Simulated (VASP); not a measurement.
Set up this calculation in VASP 6.6.1, as the native input.

```
Task                   : single point
Functional             : PBE
Potentials or basis    : VASP PAW PBE potentials, release 64 (In_d, Ga_d, As)
Cutoff                 : 520 eV
k mesh                 : 4 × 4 × 4
Occupations            : gaussian, width 0.1 eV
Spin                   : no spin polarisation
Dipole correction      : no
Further INCAR settings : ALGO = Normal; EDIFF = 1e-06; NBANDS = 46
```

The structure of In3GaAs4 lies in POSCAR:

```
In3GaAs4
1.0
    6.0691866964      0.0000000000      0.0000000000
    0.0000000000      6.0691866964      0.0000000000
    0.0000000000      0.0000000000      6.0691866964
In Ga As
3 1 4
Direct
    0.5000000000      0.0000000000      0.0000000000
    0.0000000000      0.0000000000      0.5000000000
    0.0000000000      0.5000000000      0.0000000000
    0.5000000000      0.5000000000      0.5000000000
    0.2599342644      0.7400657356      0.2599342644
    0.2599342644      0.2599342644      0.7400657356
    0.7400657356      0.7400657356      0.7400657356
    0.7400657356      0.2599342644      0.2599342644
```

The input as run:

INCAR

```
SYSTEM = In3GaAs4
PREC = Accurate ; ENCUT = 520
EDIFF = 1E-6 ; ISMEAR = 0
SIGMA = 0.1 ; LREAL = .False.
LASPH = .True. ; NELM = 100
ALGO = Normal ; ISIF = 2
LWAVE = .False. ; LCHARG = .True.
GGA = PE ; LELF = .True.
LVHAR = .True. ; NBANDS = 46
```

KPOINTS

```
regular mesh
0
Gamma
  4 4 4
  0 0 0
```

Potentials or basis: VASP PAW PBE potentials, release 64 (In_d, Ga_d, As).

Run with:

```console
$ cat potpaw_PBE.64/In_d/POTCAR potpaw_PBE.64/Ga_d/POTCAR potpaw_PBE.64/As/POTCAR > POTCAR
$ mpirun -np 1 vasp_std > vasp.out
```

It gave:

* Pressure: 0.3 GPa
* Largest force: 0.010 eV/Å
* Band gap on the k mesh: zero (filled and empty bands touch)

Caveat: semilocal functionals underestimate gaps, and a narrow one can read as zero; spin-orbit coupling is left out, which moves the levels of the heavy elements.

Run time: 98 s on 1 thread of Intel(R) Xeon(R) Platinum 8488C (Sapphire Rapids), with other jobs on the host, peak memory 0.37 GiB.
